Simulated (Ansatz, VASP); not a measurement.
# AlCu in VASP and in Ansatz

POSCAR

```
AlCu
1.0
    2.9568445737     -0.0443526686      0.0000000000
   -0.0443526686      2.9568445737      0.0000000000
    0.0000000000      0.0000000000      2.9568445737
Al Cu
1 1
Direct
    0.0000000000      0.0000000000      0.0000000000
    0.5000000000      0.5000000000      0.5000000000
```

File INCAR.step1:

```
PREC = Accurate ; ENCUT = 520
ISMEAR = 0 ; SIGMA = 0.15
LREAL = False ; LASPH = True
NELM = 60 ; NBANDS = 14
GGA = PE ; ALGO = Normal
EDIFF = 1E-4 ; LWAVE = True
LCHARG = False
```

INCAR.step2

```
PREC = Accurate ; ENCUT = 520
EDIFF = 1E-6 ; ISMEAR = 0
SIGMA = 0.15 ; LREAL = False
LASPH = True ; NELM = 60
ALGO = Normal ; ISIF = 2
LWAVE = False ; LCHARG = False
METAGGA = R2SCAN ; LMIXTAU = True
NBANDS = 14 ; ISTART = 1
```

KPOINTS

```
Automatic mesh
0
Gamma
  20 20 20
```

Input for Ansatz:

```yaml
crystal:
  lattice:
    - [2.9568445737, -0.0443526686, 0.0]
    - [-0.0443526686, 2.9568445737, 0.0]
    - [0.0, 0.0, 2.9568445737]
  atoms:
    - { symbol: Al, position: [0.0, 0.0, 0.0] }
    - { symbol: Cu, position: [0.5, 0.5, 0.5] }
basis:
  ecutwfc: 500
kpoints:
  mp_grid: { grid: [20, 20, 20] }
hamiltonian:
  xc: r2scan
scf:
  occupations: { method: gaussian, width: 0.15 }
output:
  forces: true
  stress: true
  eigenvalues: true
```

Change from the starting cell: strain -0.0300 x Voigt [0, 0, 0, 0, 0, 1], atoms carried along.

Alike in both runs: task single point; functional r2SCAN; k mesh 20 × 20 × 20; occupations gaussian, width 0.15 eV; no spin polarisation.

```csv
,VASP,Ansatz
version,VASP 6.6.1,Ansatz 0.2.0
potentials or method,"VASP PAW PBE potentials, release 64 (Al, Cu), cutoff 520 eV","scalar-relativistic, plane waves, PAW"
valence electrons in the cell,14,22
```

|  | VASP | Ansatz | Ansatz less VASP |
| --- | --- | --- | --- |
| gap on the k mesh at the Fermi level (eV) | none | none | - |
| pressure (GPa) | 0.2 | 0.2 | -0.02 |
| traceless stress, the component that is largest in VASP (GPa) | 1.67 | 1.71 | +0.040 |

VASP's potentials were made for PBE, not for r2SCAN. A gap of «none» marks a metal or a gap that the smearing closes. VASP's potentials hold 14 valence electrons a cell and Ansatz's 22, so a difference there can come from the potentials and not from the codes.
